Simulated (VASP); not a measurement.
# C (Fd-3m) in VASP: further runs, part 2 of 2

VASP 6.6.1. Earlier steps stand in the parts before.

## (4) Single point, revPBE (5.53 Å³/atom)

This run uses another cell than the first one, of 5.53 Å³/atom.

INCAR

```
  PREC = Accurate
  ENCUT = 600
  EDIFF = 1E-6
  ISMEAR = -1
  SIGMA = 0.1
  LREAL = False
  LASPH = True
  NELM = 120
  ALGO = Normal
  ISIF = 2
  LWAVE = False
  LCHARG = False
  GGA = RE
  NBANDS = 11
  ISYM = 0
  GGA_COMPAT = False
```

KPOINTS

```
regular mesh
0
Gamma
  17 17 19
```

POSCAR

```
C
1.0
   -1.2501460441      1.2501433034      1.7679446275
    1.2501433034     -1.2501460441      1.7679446275
    1.2501479364      1.2501479364     -1.7679496471
C
2
Direct
    0.0000004443      0.9999995557      1.0000000000
    0.7499995557      0.2500004443      0.5000000000
```

Potentials or basis: VASP PAW PBE potentials, release 64 (C).

Command:

```
> cat potpaw_PBE.64/C/POTCAR > POTCAR
> mpirun -np 1 vasp_std > vasp.out
```

OUTCAR:

```text
PREC = Accurate
   ENCUT = 600
   EDIFF = 1E-6
   ISMEAR = -1
   LREAL = False
   LASPH = True
   NELM = 120
   ISIF = 2
   GGA = RE
   ISYM = 0

 ion  position               nearest neighbor table
   1  0.000  1.000  0.000-   2 1.53   2 1.53   2 1.53   2 1.53
   2  0.750  0.250  0.500-   1 1.53   1 1.53   1 1.53   1 1.53

IMPORTANT INFORMATION: All symmetrisations will be switched off!
NOSYMM: (Re-)initialisation of all symmetry stuff for point group C_1.

[... 508 lines left out ...]
------------------------ aborting loop because EDIFF is reached ----------------------------------------

  FORCE on cell =-STRESS in cart. coord.  units (eV):
  Direction    XX          YY          ZZ          XY          YZ          ZX
  --------------------------------------------------------------------------------------
  -------------------------------------------------------------------------------------
  Total        1.2753209      1.2753231      1.2763790     -0.0000532      0.0001223      0.0001223
  in kB      184.8758575    184.8761732    185.0292425     -0.0077148      0.0177340      0.0177257
  external PRESSURE =     184.9270910 kB  Pullay stress =       0.0000000 kB

 VOLUME and BASIS-vectors are now :
 -----------------------------------------------------------------------------
  energy-cutoff  :      600.00
  volume of cell :       11.05
      direct lattice vectors                 reciprocal lattice vectors
    -1.250146044  1.250143303  1.767944627     0.000000265  0.399953975  0.282814597
     1.250143303 -1.250146044  1.767944627     0.399953975  0.000000265  0.282814597
     1.250147936  1.250147936 -1.767949647     0.399953104  0.399953104  0.000000620

 POSITION                                       TOTAL-FORCE (eV/Angst)
 -----------------------------------------------------------------------------------
      1.25014     -1.25014      1.76794         0.000093     -0.000093     -0.000000
      0.00000      1.25014      0.88397        -0.000093      0.000093      0.000000
 -----------------------------------------------------------------------------------
    total drift:                               -0.000000      0.000000      0.000000

  FREE ENERGIE OF THE ION-ELECTRON SYSTEM (eV)
  ---------------------------------------------------
  free  energy   TOTEN  =       -17.3579380103 eV

  energy  without entropy=      -17.3579380102  energy(sigma->0) =      -17.35793801
```

OSZICAR:

```text
N       E                     dE             d eps       ncg     rms          rms(c)
DAV:   1     0.380616276123E+01    0.38062E+01   -0.53228E+03 61550   0.812E+02
DAV:   2    -0.175343291239E+02   -0.21340E+02   -0.20508E+02 78553   0.134E+02
DAV:   3    -0.179837573623E+02   -0.44943E+00   -0.44819E+00 71301   0.149E+01
DAV:   4    -0.179845063396E+02   -0.74898E-03   -0.74896E-03 64631   0.746E-01
DAV:   5    -0.179845071893E+02   -0.84975E-06   -0.84960E-06 69481   0.244E-02    0.583E+00
DAV:   6    -0.175121739397E+02    0.47233E+00   -0.24083E-01 61657   0.347E+00    0.351E+00
DAV:   7    -0.173552311203E+02    0.15694E+00   -0.30084E-01 65398   0.396E+00    0.774E-01
DAV:   8    -0.173578485212E+02   -0.26174E-02   -0.94665E-03 63463   0.727E-01    0.551E-02
DAV:   9    -0.173579075198E+02   -0.58999E-04   -0.12003E-04 72772   0.874E-02    0.266E-02
DAV:  10    -0.173579375838E+02   -0.30064E-04   -0.27529E-05 65155   0.471E-02    0.528E-03
DAV:  11    -0.173579380103E+02   -0.42648E-06   -0.62711E-07 73096   0.726E-03
   1 F= -.17357938E+02 E0= -.17357938E+02  d E =-.428647E-10
```

It took 2.9 min on 1 thread of Oxide Virtual Turin-like, shared host; peak memory 0.37 GiB.

Results:

- Free energy: -17.3579 eV
- Pressure: 18.5 GPa
- Band gap on the k mesh: 4.18 eV (least direct gap 5.66 eV)

Levels at points of the mesh, in eV from the valence-band top:
| k point | band 1 | band 2 | band 3 | band 4 | band 5 | band 6 | band 7 | band 8 |
| --- | --- | --- | --- | --- | --- | --- | --- | --- |
| (0.00, 0.00, 0.00) | -21.89 | 0.00 | 0.00 | 0.00 | 5.66 | 5.66 | 5.66 | 13.89 |

Caveat: the cell stands under pressure; the PAW data sets were made with another functional, which shifts forces and pressure a little; an odd mesh through Γ misses points on the zone boundary, where band edges can lie.

## (5) Single point, revPBE (5.76 Å³/atom)

This run uses another cell than the first one, of 5.76 Å³/atom.

INCAR

```
PREC = Accurate
ENCUT = 600
EDIFF = 1E-6
ISMEAR = -1
SIGMA = 0.1
LREAL = F
LASPH = T
NELM = 120
ALGO = Normal
ISIF = 2
LWAVE = F
LCHARG = F
GGA = RE
NBANDS = 11
ISYM = 0
GGA_COMPAT = F
```

KPOINTS is that of step 4.

POSCAR

```
C
1.0
   -1.2672734607      1.2672706825      1.7921660569
    1.2672706825     -1.2672734607      1.7921660569
    1.2672753789      1.2672753789     -1.7921711453
C
2
Direct
    0.0000004443      0.9999995557      1.0000000000
    0.7499995557      0.2500004443      0.5000000000
```

Command:

```
> cat potpaw_PBE.64/C/POTCAR > POTCAR
> mpirun -np 1 vasp_std > vasp.out
```

Run time: 2.5 min. Hardware: 1 thread of Oxide Virtual Turin-like, shared host; peak memory 0.38 GiB.

It converged, with:

```yaml
Free_energy: -17.3856 eV
Pressure: -0.2 GPa
Band_gap_on_the_k_mesh: 4.09 eV (least direct gap 5.55 eV)
```

Levels at points of the mesh, in eV from the valence-band top:
| k point | band 1 | band 2 | band 3 | band 4 | band 5 | band 6 | band 7 | band 8 | band 9 |
| --- | --- | --- | --- | --- | --- | --- | --- | --- | --- |
| (0.00, 0.00, 0.00) | -21.34 | 0.00 | 0.00 | 0.00 | 5.55 | 5.55 | 5.55 | 12.95 | 19.19 |

Caveat: the PAW data sets were made with another functional, which shifts forces and pressure a little; an odd mesh through Γ misses points on the zone boundary, where band edges can lie.

## (6) The runs side by side

```tsv
cell	gap on the mesh (eV)	pressure (GPa)
a = 2.429 Å, angles 120.0, 120.0, 90.0°, 2 atoms	4.37	68.4
a = 2.465 Å, angles 120.0, 120.0, 90.0°, 2 atoms	4.27	41.1
a = 2.500 Å, angles 120.0, 120.0, 90.0°, 2 atoms	4.18	18.5
a = 2.535 Å, angles 120.0, 120.0, 90.0°, 2 atoms	4.09	-0.2
```

Alike in all rows: task single point; level revPBE; potentials or basis VASP PAW PBE potentials, release 64 (C); no spin polarisation; k mesh 17 × 17 × 19; cutoff (eV) 600; smearing fermi-dirac 0.1 eV.

Caveats: the PAW data sets were made with another functional, which shifts forces and pressure a little; an odd mesh through Γ misses points on the zone boundary, where band edges can lie; the cell stands under pressure (at least some runs).

Absolute energies hang on the potentials; compare differences alone.
